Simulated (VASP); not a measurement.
# SiC (P6_3mc) in VASP: notebook

Aim: see how the results for SiC move with the level of theory and the settings. Levels: revPBE+D3(BJ), PBEsol, PBE+D3(BJ). Tasks: single point.

All numbers are computed with VASP 6.6.1; they aren't measurements. Logs are shortened: lines on timing, memory, paths and dates and some standing lists are left out, and cuts for length are marked.

## (1) The cell of the first run

It takes space group P6_3mc (No. 186, hexagonal). Conventional cell: a = 3.013 Å, b = 3.013 Å, c = 9.865 Å, α = 90.00°, β = 90.00°, γ = 120.00°. Within 2.4 Å of Si (site symmetry 3m) lie 4 C at 1.84 to 1.85 Å. Within 2.4 Å of Si (site symmetry 3m) lie 4 C at 1.85 to 1.86 Å. C (site symmetry 3m) has 4 Si at 1.85 Å within 2.4 Å. Within 2.4 Å of C (site symmetry 3m) lie 4 Si at 1.84 to 1.86 Å.

## (2) Single point, revPBE+D3(BJ)

The input, INCAR:

```
SYSTEM = SiC
PREC     = Accurate       ! precision mode
ENCUT    = 520            ! plane-wave cutoff, eV
EDIFF    = 1E-6           ! SCF threshold, eV
ISMEAR   = -1             ! smearing method
SIGMA    = 0.05           ! smearing width, eV
LREAL    = .FALSE.        ! projectors in reciprocal space
LASPH    = .TRUE.         ! aspherical terms in the spheres
NELM     = 80             ! most SCF steps
ALGO     = Normal         ! electronic algorithm
ISIF     = 2              ! what is computed and relaxed
LWAVE    = .FALSE.        ! write WAVECAR
LCHARG   = .TRUE.         ! write CHGCAR
GGA      = RE             ! functional
IVDW     = 12             ! dispersion correction
LELF     = .TRUE.         ! ELF
LVHAR    = .TRUE.       
NBANDS   = 26             ! bands
```

The input, KPOINTS:

```
regular mesh
0
G
  10 10 3
  0 0 0
```

The input, POSCAR:

```
SiC
1.0
    3.0129072637      0.0000000000      0.0000000000
   -1.5064536318      2.6092542296      0.0000000000
    0.0000000000      0.0000000000      9.8650653976
Si C
4 4
Direct
    0.0000000000      0.0000000000      0.1878943800
    0.0000000000      0.0000000000      0.6878943800
    0.3333333333      0.6666666667      0.4378419800
    0.6666666667      0.3333333333      0.9378419800
    0.0000000000      0.0000000000      0.0004600500
    0.0000000000      0.0000000000      0.5004600500
    0.3333333333      0.6666666667      0.2498025900
    0.6666666667      0.3333333333      0.7498025900
```

Potentials or basis: VASP PAW PBE potentials, release 64 (Si, C).

Run with:

```bash
$ cat potpaw_PBE.64/Si/POTCAR potpaw_PBE.64/C/POTCAR > POTCAR
$ mpirun -np 1 vasp_std > vasp.out
```

OUTCAR:

```text
SYSTEM = SiC
   PREC = Accurate
   ENCUT = 520
   EDIFF = 1E-6
   ISMEAR = -1
   LREAL = .FALSE.
   LASPH = .TRUE.
   NELM = 80
   ISIF = 2
   GGA = RE
   IVDW = 12
 IVDW          = 12

 ion  position               nearest neighbor table
   1  0.000  0.000  0.188-   7 1.84   7 1.84   7 1.84   5 1.85   3 3.02   3 3.02   3 3.02   4 3.02
                             4 3.02   4 3.02
   2  0.000  0.000  0.688-   8 1.84   8 1.84   8 1.84   6 1.85   4 3.02   4 3.02   4 3.02   3 3.02
                             3 3.02   3 3.02
   3  0.333  0.667  0.438-   6 1.85   6 1.85   6 1.85   7 1.86   1 3.02   1 3.02   1 3.02   2 3.02
                             2 3.02   2 3.02
   4  0.667  0.333  0.938-   5 1.85   5 1.85   5 1.85   8 1.86   2 3.02   2 3.02   2 3.02   1 3.02
                             1 3.02   1 3.02
   5  0.000  0.000  0.000-   4 1.85   4 1.85   4 1.85   1 1.85
   6  0.000  0.000  0.500-   3 1.85   3 1.85   3 1.85   2 1.85
   7  0.333  0.667  0.250-   1 1.84   1 1.84   1 1.84   3 1.86
   8  0.667  0.333  0.750-   2 1.84   2 1.84   2 1.84   4 1.86

  LATTYP: Found a hexagonal cell.
 ALAT       =     3.0129072637
 C/A-ratio  =     3.2742678530

  Lattice vectors:

 A1 = (   3.0129072637,   0.0000000000,   0.0000000000)
 A2 = (  -1.5064536318,   2.6092542296,   0.0000000000)
 A3 = (   0.0000000000,   0.0000000000,   9.8650653976)

Analysis of symmetry for initial positions (statically):
=====================================================================
 Subroutine PRICEL returns:
 Original cell was already a primitive cell.

 Routine SETGRP: Setting up the symmetry group for a
 hexagonal supercell.

 Subroutine GETGRP returns: Found 12 space group operations
 (whereof  6 operations were pure point group operations)
 out of a pool of 24 trial point group operations.

The static configuration has the point symmetry C_3v.
 The point group associated with its full space group is C_6v.

Analysis of symmetry for dynamics (positions and initial velocities):
=====================================================================
 Subroutine PRICEL returns:
 Original cell was already a primitive cell.

 Routine SETGRP: Setting up the symmetry group for a
 hexagonal supercell.

 Subroutine GETGRP returns: Found 12 space group operations
 (whereof  6 operations were pure point group operations)
 out of a pool of 24 trial point group operations.

The dynamic configuration has the point symmetry C_3v.
 The point group associated with its full space group is C_6v.

 Subroutine INISYM returns: Found 12 space group operations
 (whereof  6 operations are pure point group operations),
 and found     1 'primitive' translations

----------------------------------------------------------------------------------------

                                     Primitive cell

  volume of cell :      77.5536

  direct lattice vectors                    reciprocal lattice vectors
     3.012907264  0.000000000  0.000000000     0.331905337  0.191625636  0.000000000
    -1.506453632  2.609254230  0.000000000     0.000000000  0.383251271  0.000000000
     0.000000000  0.000000000  9.865065398     0.000000000  0.000000000  0.101367802

  length of vectors
     3.012907264  3.012907264  9.865065398     0.383251271  0.383251271  0.101367802

  position of ions in fractional coordinates (direct lattice)
     0.000000000  0.000000000  0.187894380
     0.000000000  0.000000000  0.687894380
     0.333333333  0.666666667  0.437841980
     0.666666667  0.333333333  0.937841980
     0.000000000  0.000000000  0.000460050
     0.000000000  0.000000000  0.500460050
     0.333333333  0.666666667  0.249802590
     0.666666667  0.333333333  0.749802590

  ion indices of the primitive-cell ions
   primitive index   ion index
                 1           1
                 2           2
                 3           3
                 4           4
                 5           5
                 6           6
                 7           7
                 8           8

----------------------------------------------------------------------------------------

 KPOINTS: regular mesh

Automatic generation of k-mesh.
 Grid dimensions read from file:
 generate k-points for:   10   10    3

 Generating k-lattice:

  Cartesian coordinates                     Fractional coordinates (reciprocal lattice)
     0.033190534  0.019162564  0.000000000     0.100000000  0.000000000  0.000000000
     0.000000000  0.038325127  0.000000000     0.000000000  0.100000000  0.000000000
     0.000000000  0.000000000  0.033789267     0.000000000  0.000000000  0.333333333

  Length of vectors
     0.038325127  0.038325127  0.033789267

  Shift w.r.t. Gamma in fractional coordinates (k-lattice)
     0.000000000  0.000000000  0.000000000

 Subroutine IBZKPT returns following result:
 ===========================================

 Found     28 irreducible k-points:

 Following reciprocal coordinates:
            Coordinates               Weight
  0.000000  0.000000  0.000000      1.000000
  0.100000 -0.000000  0.000000      6.000000
  0.200000 -0.000000  0.000000      6.000000
  0.300000 -0.000000  0.000000      6.000000
  0.400000 -0.000000  0.000000      6.000000
  0.500000 -0.000000  0.000000      3.000000
[... 16 lines left out ...]
  0.300000  0.100000  0.333333     24.000000
  0.400000  0.100000  0.333333     24.000000
 [... further k-points ...]
   k-points           NKPTS =     28   k-points in BZ     NKDIM =     28   number of bands    NBANDS=     26
   number of dos      NEDOS =    301   number of ions     NIONS =      8
   total plane-waves  NPLWV =  46080
   dimension x,y,z NGX =    24 NGY =   24 NGZ =   80
   dimension x,y,z NGXF=    48 NGYF=   48 NGZF=  160
   ions per type =               4   4
   NGX,Y,Z   is equivalent  to a cutoff of  13.24, 13.24, 13.48 a.u.
   NGXF,Y,Z  is equivalent  to a cutoff of  26.49, 26.49, 26.96 a.u.
 SYSTEM =  SiC
   PREC   = accura    normal or accurate (medium, high low for compatibility)
   ISTART =      0    job   : 0-new  1-cont  2-samecut
   ICHARG =      2    charge: 1-file 2-atom 10-const
   ISPIN  =      1    spin polarized calculation?
   LNONCOLLINEAR =      F non collinear calculations
   LSORBIT =      F    spin-orbit coupling
   LASPH  =      T    aspherical Exc in radial PAW
   ENCUT  =  520.0 eV  38.22 Ry    6.18 a.u.   5.60  5.60 18.34*2*pi/ulx,y,z
   NELM   =     80;   NELMIN=  2; NELMDL= -5     # of ELM steps
   EDIFF  = 0.1E-05   stopping-criterion for ELM
   LREAL  =      F    real-space projection
   EDIFFG = 0.1E-04   stopping-criterion for IOM
   NSW    =      0    number of steps for IOM
   IBRION =     -1    ionic relax: 0-MD 1-quasi-New 2-CG
   NFREE  =      0    steps in history (QN), initial steepest desc. (CG)
   ISIF   =      2    stress and relaxation
   ISYM   =      2    0-nonsym 1-usesym 2-fastsym
   POTIM  = 0.5000    time-step for ionic-motion
   TEBEG  =    0.0;   TEEND  =   0.0 temperature during run
   PSTRESS=    0.0 pullay stress
   NELECT =      32.0000    total number of electrons
   NUPDOWN=      -1.0000    fix difference up-down
   EMIN   =  10.00;   EMAX   =-10.00  energy-range for DOS
   EFERMI =   0.00;   METHOD = LEGACY
   ISMEAR =    -1;   SIGMA  =   0.05  broadening in eV -4-tet -1-fermi 0-gaus
   EFERMI_NEDOS =   21; number of points for ismear=-14 and -15
   IALGO  =     38    algorithm
   IMIX   =      4    mixing-type and parameters
     AMIX     =   0.40;   BMIX     =  1.00
     AMIX_MAG =   1.60;   BMIX_MAG =  1.00
  volume/ion in A,a.u.               =       9.69        65.42
  Fermi-wavevector in a.u.,A,eV,Ry     =   1.218777  2.303154 20.210318  1.485416
  Thomas-Fermi vector in A             =   2.354051
   LORBIT       =      0    0 simple, 1 ext, 2 COOP (PROOUT), +10 PAW based schemes
   GGA     = RE    functional components
   LHFCALC =     F    Hartree Fock is set to
   AEXX    =    0.0000 exact exchange contribution
   IVDW    =    12    specifies the selected vdW correction
   LEPSILON=     F    determine dielectric tensor
   LRPA    =     F    only Hartree local field effects (RPA)
 non-spin polarized calculation
  energy-cutoff  :      520.00
  volume of cell :       77.55
 maximum number of plane-waves:      2137
 NGX is ok and might be reduce to    24
   NGX = 11   NGY = 11   NGZ = 37

 number of electron      31.9999999 magnetization

 Free energy of the ion-electron system (eV)
  ---------------------------------------------------
  ext. energy  EPLUGINS =         0.00000000
  ---------------------------------------------------
  free energy    TOTEN  =       -57.34458889 eV

  energy without entropy =      -57.34458889  energy(sigma->0) =      -57.34458889

 E-fermi :  10.0665     XC(G=0): -11.5972

 val. band max:        8.9913357833   @ k =   0.0000   0.0000   0.0000
 cond. band min:      11.2277735396   @ k =   0.5000  -0.0000   0.0000
 fundamental gap:      2.2364377563
 Fermi energy:        10.0664817209

 k-point     1 :       0.0000    0.0000    0.0000
  band No.  band energies     occupation
      1      -7.0284      2.00000
      2      -5.7912      2.00000
      3      -5.7486      2.00000
      4      -3.2296      2.00000
      5       0.0199      2.00000
      6       4.4832      2.00000
[... 18 lines left out ...]
     25      16.9116      0.00000
     26      17.4302      0.00000

 k-point     2 :       0.1000   -0.0000    0.0000
  band No.  band energies     occupation
      1      -6.8459      2.00000
      2      -5.6147      2.00000
      3      -5.5712      2.00000
      4      -3.0765      2.00000
      5       0.1912      2.00000
      6       4.5417      2.00000
[... 18 lines left out ...]
     25      16.9908      0.00000
     26      17.3322      0.00000

 k-point     3 :       0.2000   -0.0000    0.0000
  band No.  band energies     occupation
      1      -6.3048      2.00000
      2      -5.0943      2.00000
      3      -5.0478      2.00000
      4      -2.6388      2.00000
      5       0.6865      2.00000
      6       4.3197      2.00000
[... 18 lines left out ...]
     25      17.6734      0.00000
     26      17.9933      0.00000

 k-point     4 :       0.3000   -0.0000    0.0000
  band No.  band energies     occupation
      1      -5.4299      2.00000
      2      -4.2674      2.00000
      3      -4.2134      2.00000
      4      -2.0192      2.00000
      5       1.3688      2.00000
      6       2.6342      2.00000
[... 18 lines left out ...]
     25      18.0580      0.00000
     26      18.5360      0.00000
[... 496 lines left out ...]
      1      -5.6366      2.00000
      2      -5.2276      2.00000
      3      -3.6939      2.00000
      4      -2.7555      2.00000
      5       1.7668      2.00000
      6       2.8966      2.00000
[... 18 lines left out ...]
     25      17.9096      0.00000
     26      18.1310      0.00000

 k-point    23 :       0.3000    0.1000    0.3333
  band No.  band energies     occupation
      1      -4.6296      2.00000
      2      -4.2431      2.00000
      3      -2.8398      2.00000
      4      -2.0563      2.00000
      5       1.5107      2.00000
      6       1.7896      2.00000
[... 18 lines left out ...]
     25      17.7368      0.00000
     26      18.8272      0.00000

 k-point    24 :       0.4000    0.1000    0.3333
  band No.  band energies     occupation
      1      -3.4958      2.00000
      2      -3.1887      2.00000
      3      -2.2386      2.00000
      4      -1.8546      2.00000
      5       0.5756      2.00000
      6       0.9696      2.00000
[... 18 lines left out ...]
     25      17.4105      0.00000
     26      18.2747      0.00000

 [... further k-points ...]

------------------------ aborting loop because EDIFF is reached ----------------------------------------

 Edisp (eV)   -5.11933

 E8    (eV) :    -3.3528

  FORCE on cell =-STRESS in cart. coord.  units (eV):
  Direction    XX          YY          ZZ          XY          YZ          ZX
  --------------------------------------------------------------------------------------
  -------------------------------------------------------------------------------------
  Total       5.53775     5.53775     5.37010     0.00000     0.00000    -0.00000
  in kB     114.40414   114.40414   110.94061     0.00000     0.00000    -0.00000
  external pressure =      113.25 kB  Pullay stress =        0.00 kB

 VOLUME and BASIS-vectors are now :
 -----------------------------------------------------------------------------
  energy-cutoff  :      520.00
  volume of cell :       77.55
      direct lattice vectors                 reciprocal lattice vectors
     3.012907264  0.000000000  0.000000000     0.331905337  0.191625636  0.000000000
    -1.506453632  2.609254230  0.000000000     0.000000000  0.383251271  0.000000000
     0.000000000  0.000000000  9.865065398     0.000000000  0.000000000  0.101367802

 POSITION                                       TOTAL-FORCE (eV/Angst)
 -----------------------------------------------------------------------------------
      0.00000      0.00000      1.85359         0.000000     -0.000000      0.013294
      0.00000      0.00000      6.78612         0.000000     -0.000000      0.013294
     -0.00000      1.73950      4.31934        -0.000000      0.000000     -0.031141
      1.50645      0.86975      9.25187         0.000000     -0.000000     -0.031141
      0.00000      0.00000      0.00454         0.000000      0.000000      0.000014
      0.00000      0.00000      4.93707         0.000000      0.000000      0.000014
     -0.00000      1.73950      2.46432         0.000000     -0.000000      0.017833
      1.50645      0.86975      7.39685        -0.000000      0.000000      0.017833
 -----------------------------------------------------------------------------------
    total drift:                               -0.000000     -0.000000      0.000531

  FREE ENERGIE OF THE ION-ELECTRON SYSTEM (eV)
  ---------------------------------------------------
  free  energy   TOTEN  =       -62.4639184601 eV

  energy  without entropy=      -62.4639184601  energy(sigma->0) =      -62.46391846
```

Run time: 65 s. Hardware: 1 thread of Intel Xeon 8259CL, shared host; peak memory 0.22 GiB.

Results:

* Free energy: -62.4639 eV
* Pressure: 11.3 GPa
* Largest force: 0.031 eV/Å
* Band gap on the k mesh: 2.24 eV, indirect (least direct gap 3.37 eV)
* Dispersion energy per atom: -0.640 eV

Forces in eV/Å, atoms in the order of the input:
```
Si   0.000  0.000  0.013
Si   0.000  0.000  0.013
Si   0.000  0.000 -0.031
Si   0.000  0.000 -0.031
C    0.000  0.000  0.000
C    0.000  0.000  0.000
C    0.000  0.000  0.018
C    0.000  0.000  0.018
```

Stress tensor (GPa, compression positive):
```
11.44  0.00  0.00
 0.00 11.44  0.00
 0.00  0.00 11.09
```

Levels at points of the mesh, in eV from the valence-band top:
```
           k point  band 14  band 15  band 16  band 17  band 18  band 19
(0.00, 0.00, 0.00)    -0.05     0.00     0.00     5.69     6.27     6.93
(0.50, 0.00, 0.00)    -2.28    -1.61    -1.13     2.24     2.42     4.44
```

Caveat: the PAW data sets were made with another functional, which shifts forces and pressure a little. revPBE gaps usually lie below the measured ones, often by a third to a half.

(Continued in part 2 of 2.)
